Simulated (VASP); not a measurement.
Crystal: CoSi.

```
Co Si
1.0
     2.79975    0.00000    0.00000
     0.00000    2.79975    0.00000
     0.00000    0.00000    2.79975
Co Si
1 1
Direct
  0.00000 0.00000 0.00000
  0.50000 0.50000 0.50000
```

This cell differs from its parent crystal: volume scaled by 1.02.

Program: VASP 6.6.1. Alike in all runs: task single point; spin collinear, ferromagnetic start; cell as given; k mesh 10 × 10 × 10; cutoff (eV) 520; smearing fermi-dirac 0.05 eV.

Order these runs on this cell by their pressure, lowest first.
A. level LDA; potentials or basis VASP PAW LDA potentials, release 64 (Co, Si)
B. level PBEsol; potentials or basis VASP PAW PBE potentials, release 64 (Co, Si)
C. level PBE; potentials or basis VASP PAW PBE potentials, release 64 (Co, Si)

A (-15.7 GPa), B (-10.2 GPa), C (-3.5 GPa).

Caveats: the PAW data sets were made with another functional, which shifts forces and pressure a little (some runs).
